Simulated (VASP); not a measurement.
# W (Pbcm) in VASP: notebook, part 2 of 2

VASP 6.6.1. Earlier steps stand in the parts before.

## (3) Single point, PBEsol

Contents of INCAR:

```
  PREC = Accurate
  ENCUT = 520
  EDIFF = 1E-7
  ISMEAR = 0
  SIGMA = 0.2
  LREAL = False
  LASPH = True
  NELM = 60
  ALGO = Normal
  ISIF = 2
  LWAVE = False
  LCHARG = False
  GGA = PS
  NBANDS = 36
```

Contents of KPOINTS:

```
regular mesh
0
Gamma
  8 5 5
```

Contents of POSCAR:

```
W
1.0
    2.8096620000      0.0000000000      0.0000000000
    0.0000000000      4.8638700000      0.0000000000
    0.0000000000      0.0000000000      4.9236950000
W
4
Direct
    0.7931720000      0.5631570000      0.2500000000
    0.2068280000      0.0631570000      0.2500000000
    0.2068280000      0.4368430000      0.7500000000
    0.7931720000      0.9368430000      0.7500000000
```

Potentials or basis: VASP PAW PBE potentials, release 64 (W_sv).

Launch:

```
> cat potpaw_PBE.64/W_sv/POTCAR > POTCAR
> mpirun -np 1 vasp_std > vasp.out
```

OUTCAR:

```text
PREC = Accurate
   ENCUT = 520
   EDIFF = 1E-7
   ISMEAR = 0
   LREAL = False
   LASPH = True
   NELM = 60
   ISIF = 2
   GGA = PS

 ion  position               nearest neighbor table
   1  0.793  0.563  0.250-   2 2.70   2 2.70   3 2.79   3 2.79   2 2.94   2 2.94   3 3.03   3 3.03
                             4 3.06   4 3.06
   2  0.207  0.063  0.250-   1 2.70   1 2.70   4 2.79   4 2.79   1 2.94   1 2.94   4 3.03   4 3.03
                             3 3.06   3 3.06
   3  0.207  0.437  0.750-   4 2.70   4 2.70   1 2.79   1 2.79   4 2.94   4 2.94   1 3.03   1 3.03
                             2 3.06   2 3.06
   4  0.793  0.937  0.750-   3 2.70   3 2.70   2 2.79   2 2.79   3 2.94   3 2.94   2 3.03   2 3.03
                             1 3.06   1 3.06

  LATTYP: Found a simple orthorhombic cell.
 ALAT       =     2.8096620000
 B/A-ratio  =     1.7311228183
 C/A-ratio  =     1.7524154151

  Lattice vectors:

 A1 = (   2.8096620000,   0.0000000000,   0.0000000000)
 A2 = (   0.0000000000,   4.8638700000,   0.0000000000)
 A3 = (   0.0000000000,   0.0000000000,   4.9236950000)

Analysis of symmetry for initial positions (statically):
=====================================================================
 Subroutine PRICEL returns:
 Original cell was already a primitive cell.

 Routine SETGRP: Setting up the symmetry group for a
 simple orthorhombic supercell.

 Subroutine GETGRP returns: Found  8 space group operations
 (whereof  2 operations were pure point group operations)
 out of a pool of  8 trial point group operations.

The static configuration has the point symmetry S_2 .
 The point group associated with its full space group is D_2h.

Analysis of symmetry for dynamics (positions and initial velocities):
=====================================================================
 Subroutine PRICEL returns:
 Original cell was already a primitive cell.

 Routine SETGRP: Setting up the symmetry group for a
 simple orthorhombic supercell.

 Subroutine GETGRP returns: Found  8 space group operations
 (whereof  2 operations were pure point group operations)
 out of a pool of  8 trial point group operations.

The dynamic configuration has the point symmetry S_2 .
 The point group associated with its full space group is D_2h.

 Subroutine INISYM returns: Found  8 space group operations
 (whereof  2 operations are pure point group operations),
 and found     1 'primitive' translations

----------------------------------------------------------------------------------------

                                     Primitive cell

  volume of cell :      67.2864

  direct lattice vectors                    reciprocal lattice vectors
     2.809662000  0.000000000  0.000000000     0.355914697  0.000000000  0.000000000
     0.000000000  4.863870000  0.000000000     0.000000000  0.205597600  0.000000000
     0.000000000  0.000000000  4.923695000     0.000000000  0.000000000  0.203099501

  length of vectors
     2.809662000  4.863870000  4.923695000     0.355914697  0.205597600  0.203099501

  position of ions in fractional coordinates (direct lattice)
     0.793172000  0.563157000  0.250000000
     0.206828000  0.063157000  0.250000000
     0.206828000  0.436843000  0.750000000
     0.793172000  0.936843000  0.750000000

  ion indices of the primitive-cell ions
   primitive index   ion index
                 1           1
[... 23 lines left out ...]
     0.000000000  0.000000000  0.000000000

 Subroutine IBZKPT returns following result:
 ===========================================

 Found     45 irreducible k-points:

 Following reciprocal coordinates:
            Coordinates               Weight
  0.000000  0.000000  0.000000      1.000000
  0.125000  0.000000  0.000000      2.000000
  0.250000  0.000000  0.000000      2.000000
  0.375000  0.000000  0.000000      2.000000
  0.500000  0.000000  0.000000      1.000000
  0.000000  0.200000  0.000000      2.000000
[... 16 lines left out ...]
  0.250000  0.200000  0.200000      8.000000
  0.375000  0.200000  0.200000      8.000000
 [... further k-points ...]
   k-points           NKPTS =     45   k-points in BZ     NKDIM =     45   number of bands    NBANDS=     36
   number of dos      NEDOS =    301   number of ions     NIONS =      4
   total plane-waves  NPLWV =  34560
   dimension x,y,z NGX =    24 NGY =   36 NGZ =   40
   dimension x,y,z NGXF=    48 NGYF=   72 NGZF=   80
   ions per type =               4
   NGX,Y,Z   is equivalent  to a cutoff of  14.20, 12.30, 13.51 a.u.
   NGXF,Y,Z  is equivalent  to a cutoff of  28.40, 24.61, 27.01 a.u.
 SYSTEM =  unknown system
   PREC   = accura    normal or accurate (medium, high low for compatibility)
   ISTART =      0    job   : 0-new  1-cont  2-samecut
   ICHARG =      2    charge: 1-file 2-atom 10-const
   ISPIN  =      1    spin polarized calculation?
   LNONCOLLINEAR =      F non collinear calculations
   LSORBIT =      F    spin-orbit coupling
   LASPH  =      T    aspherical Exc in radial PAW
   ENCUT  =  520.0 eV  38.22 Ry    6.18 a.u.   5.22  9.04  9.15*2*pi/ulx,y,z
   NELM   =     60;   NELMIN=  2; NELMDL= -5     # of ELM steps
   EDIFF  = 0.1E-06   stopping-criterion for ELM
   LREAL  =      F    real-space projection
   EDIFFG = 0.1E-05   stopping-criterion for IOM
   NSW    =      0    number of steps for IOM
   IBRION =     -1    ionic relax: 0-MD 1-quasi-New 2-CG
   NFREE  =      0    steps in history (QN), initial steepest desc. (CG)
   ISIF   =      2    stress and relaxation
   ISYM   =      2    0-nonsym 1-usesym 2-fastsym
   POTIM  = 0.5000    time-step for ionic-motion
   TEBEG  =    0.0;   TEEND  =   0.0 temperature during run
   PSTRESS=    0.0 pullay stress
   NELECT =      56.0000    total number of electrons
   NUPDOWN=      -1.0000    fix difference up-down
   EMIN   =  10.00;   EMAX   =-10.00  energy-range for DOS
   EFERMI =   0.00;   METHOD = LEGACY
   ISMEAR =     0;   SIGMA  =   0.20  broadening in eV -4-tet -1-fermi 0-gaus
   EFERMI_NEDOS =   21; number of points for ismear=-14 and -15
   IALGO  =     38    algorithm
   IMIX   =      4    mixing-type and parameters
     AMIX     =   0.40;   BMIX     =  1.00
     AMIX_MAG =   1.60;   BMIX_MAG =  1.00
  volume/ion in A,a.u.               =      16.82       113.52
  Fermi-wavevector in a.u.,A,eV,Ry     =   1.539909  2.910006 32.263772  2.371320
  Thomas-Fermi vector in A             =   2.646071
   LORBIT       =      0    0 simple, 1 ext, 2 COOP (PROOUT), +10 PAW based schemes
   GGA     = PS    functional components
   LHFCALC =     F    Hartree Fock is set to
   AEXX    =    0.0000 exact exchange contribution
   IVDW    =     0    specifies the selected vdW correction
   LEPSILON=     F    determine dielectric tensor
   LRPA    =     F    only Hartree local field effects (RPA)
 non-spin polarized calculation
 Gauss-broadening in eV      SIGMA  =   0.20
  energy-cutoff  :      520.00
  volume of cell :       67.29
 maximum number of plane-waves:      1832
 NGX is ok and might be reduce to    24
   NGX = 11   NGY = 19   NGZ = 19

 number of electron      56.0000011 magnetization

 Free energy of the ion-electron system (eV)
  ---------------------------------------------------
  ext. energy  EPLUGINS =         0.00000000
  ---------------------------------------------------
  free energy    TOTEN  =       -53.10874181 eV

  energy without entropy =      -53.03670147  energy(sigma->0) =      -53.07272164

 E-fermi :  10.1362     XC(G=0): -13.3981

 val. band max:       10.1291995118   @ k =   0.5000   0.2000   0.0000
 cond. band min:      10.1458481263   @ k =   0.1250   0.2000   0.2000
 fundamental gap:      0.0166486145
 Fermi energy:        10.1361903084

 k-point     1 :       0.0000    0.0000    0.0000
  band No.  band energies     occupation
      1     -63.6739      2.00000
      2     -63.5969      2.00000
      3     -63.5638      2.00000
      4     -63.5152      2.00000
      5     -28.4453      2.00000
      6     -28.3955      2.00000
[... 925 lines left out ...]
     35      13.9518      0.00000
     36      14.4023      0.00000

 [... further k-points ...]
[... 5 lines left out ...]
  --------------------------------------------------------------------------------------
  -------------------------------------------------------------------------------------
  Total       -4.7130986     -4.0979268     -4.1162508     -0.0000000      0.0000000      0.0000000
  in kB     -112.2250817    -97.5770309    -98.0133502     -0.0000000      0.0000000      0.0000000
  external PRESSURE =    -102.6051542 kB  Pullay stress =       0.0000000 kB

 VOLUME and BASIS-vectors are now :
 -----------------------------------------------------------------------------
  energy-cutoff  :      520.00
  volume of cell :       67.29
      direct lattice vectors                 reciprocal lattice vectors
     2.809662000  0.000000000  0.000000000     0.355914697  0.000000000  0.000000000
     0.000000000  4.863870000  0.000000000     0.000000000  0.205597600  0.000000000
     0.000000000  0.000000000  4.923695000     0.000000000  0.000000000  0.203099501

 POSITION                                       TOTAL-FORCE (eV/Angst)
 -----------------------------------------------------------------------------------
      2.22855      2.73912      1.23092        -0.020707     -0.047310     -0.000000
      0.58112      0.30719      1.23092         0.020707     -0.047310      0.000000
      0.58112      2.12475      3.69277         0.020707      0.047310      0.000000
      2.22855      4.55668      3.69277        -0.020707      0.047310     -0.000000
 -----------------------------------------------------------------------------------
    total drift:                                0.000000      0.000000     -0.000000

  FREE ENERGIE OF THE ION-ELECTRON SYSTEM (eV)
  ---------------------------------------------------
  free  energy   TOTEN  =       -53.1087418095 eV

  energy  without entropy=      -53.0367014742  energy(sigma->0) =      -53.07272164
```

stdout:

```text
POSCAR found type information on POSCAR W
 POSCAR found :  1 types and       4 ions
 scaLAPACK will be used
 -----------------------------------------------------------------------------
|                                                                             |
|                                                                             |
|     You enforced a specific xc type in the INCAR file but a different       |
|     I HOPE YOU KNOW WHAT YOU ARE DOING!                                     |
|                                                                             |
 -----------------------------------------------------------------------------

 LDA part: xc-table for (Slater+PW92), standard interpolation
 POSCAR, INCAR and KPOINTS ok, starting setup
 FFT: planning ... GRIDC
 FFT: planning ... GRID_SOFT
 FFT: planning ... GRID
 WAVECAR not read
 entering main loop
```

It took 45 s on 1 thread of Intel Xeon 6975P-C (Granite Rapids), shared host; peak memory 0.21 GiB.

Results:

```
Free energy            : -53.1087 eV
Pressure               : -10.3 GPa
Largest force          : 0.052 eV/Å
Band gap on the k mesh : zero (band 28 reaches 11.13 eV, above the bottom of band 29 at 9.83 eV)
```

Forces in eV/Å, atoms in the order of the input:
```
W   -0.021 -0.047  0.000
W    0.021 -0.047  0.000
W    0.021  0.047  0.000
W   -0.021  0.047  0.000
```

Levels at points of the mesh, in eV from the Fermi level:
```tsv
k point	band 26	band 27	band 28	band 29	band 30	band 31
(0.00, 0.00, 0.00)	-0.37	-0.36	-0.33	-0.30	-0.15	0.54
(0.50, 0.00, 0.00)	-1.75	-1.27	-1.05	0.11	0.21	0.54
```

Caveat: the PAW data sets were made with another functional, which shifts forces and pressure a little; spin-orbit coupling is left out, which moves the levels of the heavy elements.

## (4) Single point, PBEsol

Contents of INCAR:

```
SYSTEM = W
ALGO = Normal
EDIFF = 1E-7
ENCUT = 520
GGA = PS
ISIF = 2
ISMEAR = 0
LASPH = .True.
LCHARG = .True.
LELF = .True.
LREAL = .False.
LVHAR = .True.
LWAVE = .False.
NBANDS = 36
NELM = 60
PREC = Accurate
SIGMA = 0.1
```

Contents of KPOINTS:

```
k-points
0
Gamma
  8 5 5
  0 0 0
```

POSCAR is that of step 3.

Launch:

```
> cat potpaw_PBE.64/W_sv/POTCAR > POTCAR
> mpirun -np 1 vasp_std > vasp.out
```

Run time: 46 s. Hardware: 1 thread of Intel Xeon 6975P-C (Granite Rapids), shared host; peak memory 0.21 GiB.

The run converged. Its results:

```
Free energy            : -53.0814 eV
Pressure               : -10.3 GPa
Largest force          : 0.037 eV/Å
Band gap on the k mesh : zero (band 28 reaches 11.13 eV, above the bottom of band 29 at 9.84 eV)
```

Forces in eV/Å, atoms in the order of the input:
```
W   -0.012 -0.035  0.000
W    0.012 -0.035  0.000
W    0.012  0.035  0.000
W   -0.012  0.035  0.000
```

Stress tensor (GPa, compression positive):
```
-11.78   0.00   0.00
  0.00  -9.51   0.00
  0.00   0.00  -9.71
```

Levels at points of the mesh, in eV from the Fermi level:
```
           k point  band 26  band 27  band 28  band 29  band 30  band 31
(0.00, 0.00, 0.00)    -0.38    -0.37    -0.34    -0.31    -0.16     0.53
(0.50, 0.00, 0.00)    -1.76    -1.28    -1.06     0.10     0.20     0.53
```

Caveat: the PAW data sets were made with another functional, which shifts forces and pressure a little; spin-orbit coupling is left out, which moves the levels of the heavy elements.

## (5) Single point, PBEsol

Contents of INCAR:

```
PREC = Accurate
ENCUT = 520
EDIFF = 1E-7
ISMEAR = 0
SIGMA = 0.05
LREAL = False
LASPH = True
NELM = 100
ALGO = Normal
ISIF = 2
LWAVE = False
LCHARG = False
GGA = PS
NBANDS = 36
```

Contents of KPOINTS:

```
Automatic mesh
0
Gamma
  8 5 5
```

POSCAR is that of step 4.

Launch:

```
> cat potpaw_PBE.64/W_sv/POTCAR > POTCAR
> mpirun -np 1 vasp_std > vasp.out
```

It took 43 s on 1 thread of Intel Xeon 6975P-C (Granite Rapids), shared host; peak memory 0.21 GiB.

Results (log left out):

```
Free energy            : -53.0736 eV
Pressure               : -10.4 GPa
Largest force          : 0.023 eV/Å
Band gap on the k mesh : zero (band 28 reaches 11.13 eV, above the bottom of band 29 at 9.84 eV)
```

Forces on the atoms (eV/Å):
```
W   -0.019 -0.013  0.000
W    0.019 -0.013  0.000
W    0.019  0.013  0.000
W   -0.019  0.013  0.000
```

Stress tensor (GPa, compression positive):
```
-11.89   0.00   0.00
  0.00  -9.41   0.00
  0.00   0.00  -9.83
```

Levels at points of the mesh, in eV from the Fermi level:
```csv
k point,band 26,band 27,band 28,band 29,band 30,band 31
"(0.00, 0.00, 0.00)",-0.39,-0.38,-0.35,-0.31,-0.16,0.52
"(0.50, 0.00, 0.00)",-1.77,-1.28,-1.07,0.09,0.19,0.52
```

Caveat: the PAW data sets were made with another functional, which shifts forces and pressure a little; spin-orbit coupling is left out, which moves the levels of the heavy elements.

## (6) Overview

```csv
smearing,gap on the mesh (eV),pressure (GPa),largest force (eV/Å)
gaussian 0.3 eV,none,-10.2,0.07
gaussian 0.2 eV,none,-10.3,0.05
gaussian 0.1 eV,none,-10.3,0.04
gaussian 0.05 eV,none,-10.4,0.02
```

Alike in all rows: task single point; level PBEsol; potentials or basis VASP PAW PBE potentials, release 64 (W_sv); no spin polarisation; cell as given; k mesh 8 × 5 × 5; cutoff (eV) 520.

Every run on the cell as given and a fine mesh finds a metal.

Caveats: the PAW data sets were made with another functional, which shifts forces and pressure a little; spin-orbit coupling is left out, which moves the levels of the heavy elements.

Total energies depend on the potentials used, so only differences within one code and one set of settings carry meaning.
